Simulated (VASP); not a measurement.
# TaRu2 (Fm-3m) in VASP: a series of runs

The runs below take TaRu2 through single point, relaxation of cell and atoms, with PBE.

Program: VASP 6.6.1. These are calculated values, not measurements. Logs are shortened: lines on timing, memory, paths and dates and some standing lists are left out, and cuts for length are marked.

### 1 The cell of the first run

Symmetry: Fm-3m, No. 225, cubic system. The conventional cell has a = 5.546 Å, b = 5.546 Å, c = 5.546 Å, α = 90.00°, β = 90.00°, γ = 90.00°. Within 3.2 Å of Ta (site symmetry m-3m) lie 8 Ru at 2.40 Å. Within 3.2 Å of Ru (site symmetry -43m) lie 4 Ta at 2.40 Å and 6 Ru at 2.77 Å.

The cell was built from a structure type or drawn by symmetry, and may not be a known phase.

### 2 Single point, PBE

INCAR

```
ALGO = Fast
EDIFF = 1E-6
ENCUT = 520
GGA = PE
ISIF = 2
ISMEAR = 0
LASPH = True
LCHARG = False
LREAL = False
LWAVE = False
NBANDS = 26
NELM = 80
PREC = Accurate
SIGMA = 0.1
```

KPOINTS

```
k-points
0
Gamma
  6 6 6
```

POSCAR

```
TaRu2
1.0
    0.0000000000      2.7729690800      2.7729690800
    2.7729690800      0.0000000000      2.7729690800
    2.7729690800      2.7729690800      0.0000000000
Ta Ru
1 2
Direct
    0.5000000000      0.5000000000      0.5000000000
    0.7500000000      0.7500000000      0.7500000000
    0.2500000000      0.2500000000      0.2500000000
```

Potentials or basis: VASP PAW PBE potentials, release 64 (Ta_pv, Ru_pv).

Run with:

```sh
> cat potpaw_PBE.64/Ta_pv/POTCAR potpaw_PBE.64/Ru_pv/POTCAR > POTCAR
> mpirun -np 1 vasp_std > vasp.out
```

OUTCAR:

```text
EDIFF = 1E-6
   ENCUT = 520
   GGA = PE
   ISIF = 2
   ISMEAR = 0
   LASPH = True
   LREAL = False
   NELM = 80
   PREC = Accurate

 ion  position               nearest neighbor table
   1  0.500  0.500  0.500-   3 2.40   3 2.40   3 2.40   2 2.40   3 2.40   2 2.40   2 2.40   2 2.40

   2  0.750  0.750  0.750-   1 2.40   1 2.40   1 2.40   1 2.40   3 2.77   3 2.77   3 2.77   3 2.77
                             3 2.77   3 2.77
   3  0.250  0.250  0.250-   1 2.40   1 2.40   1 2.40   1 2.40   2 2.77   2 2.77   2 2.77   2 2.77
                             2 2.77   2 2.77

  LATTYP: Found a face centered cubic cell.
 ALAT       =     5.5459381600

  Lattice vectors:

 A1 = (   0.0000000000,   2.7729690800,   2.7729690800)
 A2 = (   2.7729690800,   0.0000000000,   2.7729690800)
 A3 = (   2.7729690800,   2.7729690800,   0.0000000000)

Analysis of symmetry for initial positions (statically):
=====================================================================
 Subroutine PRICEL returns:
 Original cell was already a primitive cell.

 Routine SETGRP: Setting up the symmetry group for a
 face centered cubic supercell.

 Subroutine GETGRP returns: Found 48 space group operations
 (whereof 48 operations were pure point group operations)
 out of a pool of 48 trial point group operations.

The static configuration has the point symmetry O_h .

Analysis of symmetry for dynamics (positions and initial velocities):
=====================================================================
 Subroutine PRICEL returns:
 Original cell was already a primitive cell.

 Routine SETGRP: Setting up the symmetry group for a
 face centered cubic supercell.

 Subroutine GETGRP returns: Found 48 space group operations
 (whereof 48 operations were pure point group operations)
 out of a pool of 48 trial point group operations.

The dynamic configuration has the point symmetry O_h .

 Subroutine INISYM returns: Found 48 space group operations
 (whereof 48 operations are pure point group operations),
 and found     1 'primitive' translations

----------------------------------------------------------------------------------------

                                     Primitive cell

  volume of cell :      42.6447

  direct lattice vectors                    reciprocal lattice vectors
     0.000000000  2.772969080  2.772969080    -0.180312144  0.180312144  0.180312144
     2.772969080  0.000000000  2.772969080     0.180312144 -0.180312144  0.180312144
     2.772969080  2.772969080  0.000000000     0.180312144  0.180312144 -0.180312144

  length of vectors
     3.921570481  3.921570481  3.921570481     0.312309795  0.312309795  0.312309795

  position of ions in fractional coordinates (direct lattice)
     0.500000000  0.500000000  0.500000000
     0.750000000  0.750000000  0.750000000
     0.250000000  0.250000000  0.250000000

  ion indices of the primitive-cell ions
   primitive index   ion index
                 1           1
                 2           2
                 3           3

----------------------------------------------------------------------------------------

 KPOINTS: k-points

Automatic generation of k-mesh.
 Grid dimensions read from file:
 generate k-points for:    6    6    6

 Generating k-lattice:

  Cartesian coordinates                     Fractional coordinates (reciprocal lattice)
    -0.030052024  0.030052024  0.030052024     0.166666667  0.000000000  0.000000000
     0.030052024 -0.030052024  0.030052024     0.000000000  0.166666667  0.000000000
     0.030052024  0.030052024 -0.030052024     0.000000000  0.000000000  0.166666667

  Length of vectors
     0.052051632  0.052051632  0.052051632

  Shift w.r.t. Gamma in fractional coordinates (k-lattice)
     0.000000000  0.000000000  0.000000000

 Subroutine IBZKPT returns following result:
 ===========================================

 Found     16 irreducible k-points:

 Following reciprocal coordinates:
            Coordinates               Weight
  0.000000  0.000000  0.000000      1.000000
  0.166667  0.000000  0.000000      8.000000
  0.333333  0.000000  0.000000      8.000000
  0.500000  0.000000  0.000000      4.000000
  0.166667  0.166667  0.000000      6.000000
  0.333333  0.166667  0.000000     24.000000
[... 8 lines left out ...]
 -0.333333  0.333333  0.166667     24.000000
 -0.333333  0.500000  0.166667     12.000000
   k-points           NKPTS =     16   k-points in BZ     NKDIM =     16   number of bands    NBANDS=     26
   number of dos      NEDOS =    301   number of ions     NIONS =      3
   total plane-waves  NPLWV =  27000
   dimension x,y,z NGX =    30 NGY =   30 NGZ =   30
   dimension x,y,z NGXF=    60 NGYF=   60 NGZF=   60
   ions per type =               1   2
   NGX,Y,Z   is equivalent  to a cutoff of  12.72, 12.72, 12.72 a.u.
   NGXF,Y,Z  is equivalent  to a cutoff of  25.44, 25.44, 25.44 a.u.
 SYSTEM =  unknown system
   PREC   = accura    normal or accurate (medium, high low for compatibility)
   ISTART =      0    job   : 0-new  1-cont  2-samecut
   ICHARG =      2    charge: 1-file 2-atom 10-const
   ISPIN  =      1    spin polarized calculation?
   LNONCOLLINEAR =      F non collinear calculations
   LSORBIT =      F    spin-orbit coupling
   LASPH  =      T    aspherical Exc in radial PAW
   ENCUT  =  520.0 eV  38.22 Ry    6.18 a.u.   7.29  7.29  7.29*2*pi/ulx,y,z
   NELM   =     80;   NELMIN=  2; NELMDL= -5     # of ELM steps
   EDIFF  = 0.1E-05   stopping-criterion for ELM
   LREAL  =      F    real-space projection
   EDIFFG = 0.1E-04   stopping-criterion for IOM
   NSW    =      0    number of steps for IOM
   IBRION =     -1    ionic relax: 0-MD 1-quasi-New 2-CG
   NFREE  =      0    steps in history (QN), initial steepest desc. (CG)
   ISIF   =      2    stress and relaxation
   ISYM   =      2    0-nonsym 1-usesym 2-fastsym
   POTIM  = 0.5000    time-step for ionic-motion
   TEBEG  =    0.0;   TEEND  =   0.0 temperature during run
   PSTRESS=    0.0 pullay stress
   NELECT =      39.0000    total number of electrons
   NUPDOWN=      -1.0000    fix difference up-down
   EMIN   =  10.00;   EMAX   =-10.00  energy-range for DOS
   EFERMI =   0.00;   METHOD = LEGACY
   ISMEAR =     0;   SIGMA  =   0.10  broadening in eV -4-tet -1-fermi 0-gaus
   EFERMI_NEDOS =   21; number of points for ismear=-14 and -15
[... 58 lines left out ...]
      5     -31.7880      2.00000
      6     -31.7597      2.00000
[... 18 lines left out ...]
     25      15.1346      0.00000
     26      21.1538      0.00000

 k-point     3 :       0.3333    0.0000    0.0000
  band No.  band energies     occupation
      1     -32.0342      2.00000
      2     -32.0154      2.00000
      3     -32.0154      2.00000
      4     -31.8475      2.00000
      5     -31.8475      2.00000
      6     -31.8013      2.00000
[... 18 lines left out ...]
     25      15.2910      0.00000
     26      18.5036      0.00000

 k-point     4 :       0.5000    0.0000    0.0000
  band No.  band energies     occupation
      1     -31.9741      2.00000
      2     -31.9741      2.00000
      3     -31.9497      2.00000
      4     -31.8974      2.00000
      5     -31.8974      2.00000
      6     -31.8875      2.00000
[... 18 lines left out ...]
     25      15.5533      0.00000
     26      16.6767      0.00000

 k-point     5 :       0.1667    0.1667    0.0000
  band No.  band energies     occupation
      1     -32.1135      2.00000
      2     -32.1135      2.00000
      3     -31.9631      2.00000
      4     -31.8611      2.00000
      5     -31.7390      2.00000
      6     -31.7390      2.00000
[... 18 lines left out ...]
     25      15.3835      0.00000
     26      20.8286      0.00000

 k-point     6 :       0.3333    0.1667    0.0000
  band No.  band energies     occupation
      1     -32.1241      2.00000
      2     -32.1208      2.00000
      3     -31.9591      2.00000
      4     -31.8648      2.00000
      5     -31.7446      2.00000
      6     -31.7404      2.00000
[... 18 lines left out ...]
     25      15.1664      0.00000
     26      19.1613      0.00000

 k-point     7 :       0.5000    0.1667    0.0000
  band No.  band energies     occupation
      1     -32.0860      2.00000
      2     -32.0804      2.00000
      3     -32.0240      2.00000
      4     -31.8201      2.00000
      5     -31.7976      2.00000
      6     -31.7697      2.00000
[... 18 lines left out ...]
     25      15.2204      0.00000
     26      16.5507      0.00000

 k-point     8 :      -0.3333    0.1667    0.0000
  band No.  band energies     occupation
      1     -32.1382      2.00000
      2     -31.9912      2.00000
      3     -31.9454      2.00000
      4     -31.9050      2.00000
      5     -31.8799      2.00000
      6     -31.7140      2.00000
[... 18 lines left out ...]
     25      15.6427      0.00000
     26      17.3365      0.00000

 k-point     9 :      -0.1667    0.1667    0.0000
  band No.  band energies     occupation
      1     -32.1350      2.00000
      2     -32.0210      2.00000
      3     -31.9743      2.00000
      4     -31.8805      2.00000
      5     -31.8185      2.00000
      6     -31.7175      2.00000
[... 18 lines left out ...]
     25      15.0523      0.00000
     26      20.4584      0.00000

 k-point    10 :       0.3333    0.3333    0.0000
  band No.  band energies     occupation
      1     -32.1885      2.00000
      2     -32.1885      2.00000
      3     -32.0516      2.00000
      4     -31.7404      2.00000
      5     -31.6944      2.00000
      6     -31.6944      2.00000
[... 18 lines left out ...]
     25      15.2391      0.00000
     26      18.4959      0.00000

 k-point    11 :       0.5000    0.3333    0.0000
  band No.  band energies     occupation
      1     -32.1907      2.00000
      2     -32.1844      2.00000
      3     -32.1053      2.00000
      4     -31.7204      2.00000
      5     -31.7066      2.00000
      6     -31.6639      2.00000
[... 18 lines left out ...]
     25      14.9805      0.00000
     26      16.3856      0.00000

 k-point    12 :      -0.3333    0.3333    0.0000
  band No.  band energies     occupation
      1     -32.1892      2.00000
      2     -32.1102      2.00000
      3     -32.0329      2.00000
      4     -31.8215      2.00000
      5     -31.7750      2.00000
      6     -31.6514      2.00000
[... 18 lines left out ...]
     25      15.9249      0.00000
     26      16.4818      0.00000

 k-point    13 :       0.5000    0.5000    0.0000
  band No.  band energies     occupation
      1     -32.2237      2.00000
      2     -32.2237      2.00000
      3     -32.1455      2.00000
      4     -31.6738      2.00000
      5     -31.6738      2.00000
      6     -31.6268      2.00000
[... 18 lines left out ...]
     25      15.0426      0.00000
     26      15.9273      0.00000

 k-point    14 :       0.5000    0.3333    0.1667
  band No.  band energies     occupation
      1     -32.1917      2.00000
      2     -32.0627      2.00000
      3     -32.0544      2.00000
      4     -31.8235      2.00000
      5     -31.7592      2.00000
      6     -31.6789      2.00000
[... 18 lines left out ...]
     25      15.1772      0.00000
     26      17.3727      0.00000

 k-point    15 :      -0.3333    0.3333    0.1667
  band No.  band energies     occupation
      1     -32.2058      2.00000
      2     -32.1023      2.00000
      3     -31.9576      2.00000
      4     -31.9380      2.00000
      5     -31.6967      2.00000
      6     -31.6797      2.00000
[... 18 lines left out ...]
     25      15.2542      0.00000
     26      16.1558      0.00000

 k-point    16 :      -0.3333    0.5000    0.1667
  band No.  band energies     occupation
      1     -32.2448      2.00000
      2     -32.1240      2.00000
      3     -32.0910      2.00000
      4     -31.8163      2.00000
      5     -31.6631      2.00000
      6     -31.6375      2.00000
[... 18 lines left out ...]
     25      15.6786      0.00000
     26      15.9903      0.00000

------------------------ aborting loop because EDIFF is reached ----------------------------------------

  FORCE on cell =-STRESS in cart. coord.  units (eV):
  Direction    XX          YY          ZZ          XY          YZ          ZX
  --------------------------------------------------------------------------------------
  -------------------------------------------------------------------------------------
  Total       19.4461761     19.4461761     19.4461761      0.0000000      0.0000000     -0.0000000
  in kB      730.6000879    730.6000879    730.6000879      0.0000000      0.0000000     -0.0000000
  external PRESSURE =     730.6000879 kB  Pullay stress =       0.0000000 kB

 VOLUME and BASIS-vectors are now :
 -----------------------------------------------------------------------------
  energy-cutoff  :      520.00
  volume of cell :       42.64
      direct lattice vectors                 reciprocal lattice vectors
     0.000000000  2.772969080  2.772969080    -0.180312144  0.180312144  0.180312144
     2.772969080  0.000000000  2.772969080     0.180312144 -0.180312144  0.180312144
     2.772969080  2.772969080  0.000000000     0.180312144  0.180312144 -0.180312144

 POSITION                                       TOTAL-FORCE (eV/Angst)
 -----------------------------------------------------------------------------------
      2.77297      2.77297      2.77297         0.000000     -0.000000     -0.000000
      4.15945      4.15945      4.15945         0.000000      0.000000      0.000000
      1.38648      1.38648      1.38648        -0.000000     -0.000000     -0.000000
 -----------------------------------------------------------------------------------
    total drift:                                0.000000     -0.000000      0.000000

  FREE ENERGIE OF THE ION-ELECTRON SYSTEM (eV)
  ---------------------------------------------------
  free  energy   TOTEN  =       -27.1841142121 eV

  energy  without entropy=      -27.1701148671  energy(sigma->0) =      -27.17711454
```

Run time: 24 s. Hardware: 1 thread of Intel Xeon 8259CL, shared host; peak memory 0.17 GiB.

What came out:

```
Free energy            : -27.1841 eV
Pressure               : 73.1 GPa
Band gap on the k mesh : zero (an odd number of electrons rules out a gap without spin polarisation)
```

Levels at points of the mesh, in eV from the Fermi level:
```
           k point  band 18  band 19  band 20  band 21  band 22  band 23
(0.00, 0.00, 0.00)    -1.87     2.12     2.12     2.43     2.43     2.43
(0.50, 0.00, 0.00)    -2.12    -1.11    -1.11     0.39     3.58     3.58
(0.50, 0.50, 0.00)    -1.21     0.46     1.02     1.98     3.06     4.26
```

Caveat: the cell stands under pressure; spin-orbit coupling is left out, which moves the levels of the heavy elements.

### 3 Single point, PBE

This run uses another cell than the first one, of 17.83 Å³/atom.

INCAR

```
SYSTEM = TaRu2
ALGO = Fast ; EDIFF = 1E-6
ENCUT = 520 ; GGA = PE
ISIF = 2 ; ISMEAR = 0
LASPH = .TRUE. ; LCHARG = .TRUE.
LELF = .TRUE. ; LREAL = .FALSE.
LVHAR = .TRUE. ; LWAVE = .FALSE.
NBANDS = 26 ; NELM = 80
PREC = Accurate ; SIGMA = 0.1
```

KPOINTS

```
k-points
0
G
  6 6 6
  0 0 0
```

POSCAR

```
TaRu2
1.0
    0.0000000000      2.9904224288      2.9904224288
    2.9904224288      0.0000000000      2.9904224288
    2.9904224288      2.9904224288      0.0000000000
Ta Ru
1 2
Direct
    0.5000000000      0.5000000000      0.5000000000
    0.7500000000      0.7500000000      0.7500000000
    0.2500000000      0.2500000000      0.2500000000
```

Potentials or basis: VASP PAW PBE potentials, release 64 (Ta_pv, Ru_pv).

Run with:

```sh
> cat potpaw_PBE.64/Ta_pv/POTCAR potpaw_PBE.64/Ru_pv/POTCAR > POTCAR
> mpirun -np 1 vasp_std > vasp.out
```

It took 26 s on 1 thread of Intel Xeon 8259CL, shared host; peak memory 0.19 GiB.

Results (log left out):

```yaml
Free_energy: -29.2105 eV
Pressure: 0.3 GPa
Band_gap_on_the_k_mesh: zero (an odd number of electrons rules out a gap without spin polarisation)
```

Levels at points of the mesh, in eV from the Fermi level:
| k point | band 15 | band 16 | band 17 | band 18 | band 19 | band 20 | band 21 | band 22 | band 23 | band 24 |
| --- | --- | --- | --- | --- | --- | --- | --- | --- | --- | --- |
| (0.00, 0.00, 0.00) | -2.50 | -1.45 | -1.45 | -1.45 | 1.50 | 1.50 | 1.89 | 1.89 | 1.89 | 4.06 |
| (0.50, 0.00, 0.00) | -2.61 | -2.55 | -1.59 | -1.59 | -0.89 | -0.89 | -0.07 | 2.85 | 2.85 | 4.12 |
| (0.50, 0.50, 0.00) | -2.49 | -2.21 | -0.86 | -0.86 | 0.34 | 1.37 | 1.41 | 2.29 | 3.24 | 3.24 |

Caveat: spin-orbit coupling is left out, which moves the levels of the heavy elements.

### 4 Relaxation of cell and atoms, PBE

INCAR

```
SYSTEM = TaRu2
PREC = Accurate
ENCUT = 600
EDIFF = 1E-7
ISMEAR = 0
SIGMA = 0.1
LREAL = .False.
LASPH = .True.
NELM = 80
ALGO = Fast
ISIF = 3
LWAVE = .False.
LCHARG = .False.
GGA = PE
IBRION = 2
NSW = 90
EDIFFG = -0.04
```

KPOINTS

```
Automatic mesh
0
Gamma
  6 6 6
  0 0 0
```

POSCAR

```
TaRu2
1.0
    0.0000000000      2.7729690800      2.7729690800
    2.7729690800      0.0000000000      2.7729690800
    2.7729690800      2.7729690800      0.0000000000
Ta Ru
1 2
Direct
    0.5000000000      0.5000000000      0.5000000000
    0.7500000000      0.7500000000      0.7500000000
    0.2500000000      0.2500000000      0.2500000000
```

Run with:

```sh
> cat potpaw_PBE.64/Ta_pv/POTCAR potpaw_PBE.64/Ru_pv/POTCAR > POTCAR
> mpirun -np 1 vasp_std > vasp.out
```

Wall time 4.1 min (1 thread of Intel Xeon 8259CL, shared host); peak memory 0.2 GiB.

Results (log left out):

| Item | Value |
| --- | --- |
| Free energy | -29.2034 eV |
| Relaxed volume | 17.84 Å³/atom |
| Relaxed cell | a = 4.230 Å, b = 4.230 Å, c = 4.230 Å, α = 60.00°, β = 60.00°, γ = 60.00° |
| Space group after relaxing (to 0.1 Å) | Fm-3m (No. 225) |
| Pressure after relaxing | 0.1 GPa |
| Band gap on the k mesh | zero (an odd number of electrons rules out a gap without spin polarisation) |

Final structure:
```
Ta Ru
1.0
     0.00000    2.99135    2.99135
     2.99135    0.00000    2.99135
     2.99135    2.99135    0.00000
Ta Ru
1 2
Cartesian
  2.9913 2.9913 2.9913
  4.4870 4.4870 4.4870
  1.4957 1.4957 1.4957
```

Levels at points of the mesh, in eV from the Fermi level:
| k point | band 16 | band 17 | band 18 | band 19 | band 20 | band 21 | band 22 | band 23 |
| --- | --- | --- | --- | --- | --- | --- | --- | --- |
| (0.00, 0.00, 0.00) | -1.45 | -1.45 | -1.45 | 1.50 | 1.50 | 1.88 | 1.88 | 1.88 |
| (0.50, 0.00, 0.00) | -2.55 | -1.59 | -1.59 | -0.89 | -0.89 | -0.07 | 2.84 | 2.84 |
| (0.50, 0.50, 0.00) | -2.21 | -0.86 | -0.86 | 0.34 | 1.37 | 1.41 | 2.28 | 3.24 |

Caveat: the volume moved by over 15 % at a fixed basis, so the end points are rough; spin-orbit coupling is left out, which moves the levels of the heavy elements.

### 5 Summary

| task | cell | cutoff (eV) | gap on the mesh (eV) | pressure (GPa) |
| --- | --- | --- | --- | --- |
| single point | a = 3.922 Å, angles 60.0°, 3 atoms | 520 | none | 73.1 |
| single point | a = 4.229 Å, angles 60.0°, 3 atoms | 520 | none | 0.3 |
| relaxation of cell and atoms | relaxed from a = 3.922 Å, angles 60.0°, 3 atoms | 600 | none | 0.1 |

Alike in all rows: level PBE; potentials or basis VASP PAW PBE potentials, release 64 (Ta_pv, Ru_pv); no spin polarisation; k mesh 6 × 6 × 6; smearing gaussian 0.1 eV.

Caveats: spin-orbit coupling is left out, which moves the levels of the heavy elements; the cell stands under pressure (at least some runs); the volume moved by over 15 % at a fixed basis, so the end points are rough (at least some runs).

Total energies depend on the potentials used, so only differences within one code and one set of settings carry meaning.
